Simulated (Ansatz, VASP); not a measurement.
## SnO: VASP beside Ansatz

```
Sn O
1.0
     0.00000    2.53617    2.53617
     2.53617    0.00000    2.53617
     2.53617    2.53617    0.00000
Sn O
1 1
Direct
  0.00000 0.00000 0.00000
  0.50000 0.50000 0.50000
```

Alike in both runs: task relaxation of cell and atoms; functional r2SCAN; k mesh 10 × 10 × 10; occupations gaussian, width 0.02 eV; no spin polarisation.

|  | VASP | Ansatz |
| --- | --- | --- |
| version | VASP 6.6.1 | Ansatz 0.2.0 |
| potentials or method | VASP PAW PBE potentials, release 64 (Sn_d, O), cutoff 600 eV | scalar-relativistic, plane waves, PAW |
| valence electrons in the cell | 20 | 20 |

```tsv
	VASP	Ansatz	Ansatz less VASP
gap on the k mesh at the Fermi level, each at its own relaxed structure (eV)	0.75	0.75	-0.002
relaxed volume (Å³/atom)	16.37	16.35	-0.018
relaxed cell length with the largest relative difference (Å)	3.591	3.589	-0.0013
```

VASP's potentials were made for PBE, not for r2SCAN.
